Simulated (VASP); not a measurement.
Wanted: the native input for a VASP 6.6.1 run.

```yaml
Task: single point
Functional: LDA
Potentials_or_basis: VASP PAW LDA potentials, release 64 (C_h)
Cutoff: 910 eV
k_mesh: 10 × 10 × 3
Occupations: gaussian, width 0.05 eV
Spin: no spin polarisation
Dipole_correction: no
Further_INCAR_settings: ALGO = Normal; EDIFF = 1e-06; NBANDS = 31
```

The structure of C lies in POSCAR:

```
C
1.0
   -2.4912907516      0.0000000000      0.0000000000
   -1.2456453758     -2.1575210791      0.0000000000
   -0.6228226879     -0.3595868465     10.2538776052
C
10
Direct
   -0.4122592763     -0.4122592763      0.8741556576
    0.6125592763      0.6125592763      0.7252443424
    0.0458021751      0.0458021751      0.1257869493
    0.6544978249      0.6544978249      0.4736130507
    0.0209671684      0.0209671684      0.2747969895
    0.6793328316      0.6793328316      0.3246030105
   -0.0872822884     -0.0872822884      0.9242937306
    0.2875822884      0.2875822884      0.6751062694
    0.3874890656      0.3874890656      0.0756656066
    0.3128109344      0.3128109344      0.5237343934
```

These files were run (other wordings do the same):

INCAR

```
SYSTEM = C
  ALGO = Normal
  EDIFF = 1E-6
  ENCUT = 910
  GGA = CA
  GGA_COMPAT = .FALSE.
  ISIF = 2
  ISMEAR = 0
  LASPH = .TRUE.
  LCHARG = .TRUE.
  LELF = .TRUE.
  LREAL = .FALSE.
  LVHAR = .TRUE.
  LWAVE = .FALSE.
  NBANDS = 31
  NELM = 120
  PREC = Accurate
  SIGMA = 0.05
```

KPOINTS

```
k-points
0
G
  10 10 3
  0 0 0
```

Potentials or basis: VASP PAW LDA potentials, release 64 (C_h).

The run is started by

```bash
$ cat potpaw_LDA.64/C_h/POTCAR > POTCAR
$ mpirun -np 1 vasp_std > vasp.out
```

It gave:

| Item | Value |
| --- | --- |
| Pressure | 4.7 GPa |
| Largest force | 3.302 eV/Å |
| Band gap on the k mesh | zero (bands 20 and 21 overlap by 0.54 eV) |

Caveat: the cutoff is under 1.25 times the usual one of these potentials, so pressure, stress and relaxed cells hold a basis-set (Pulay) error; the cell stands under pressure; forces of over 1 eV/Å act on the atoms, so gaps and moduli don't describe the material at rest.

Wall time 3.1 min on 1 thread of Intel(R) Xeon(R) 6975P-C (Granite Rapids), with other jobs on the host, peak memory 0.35 GiB.
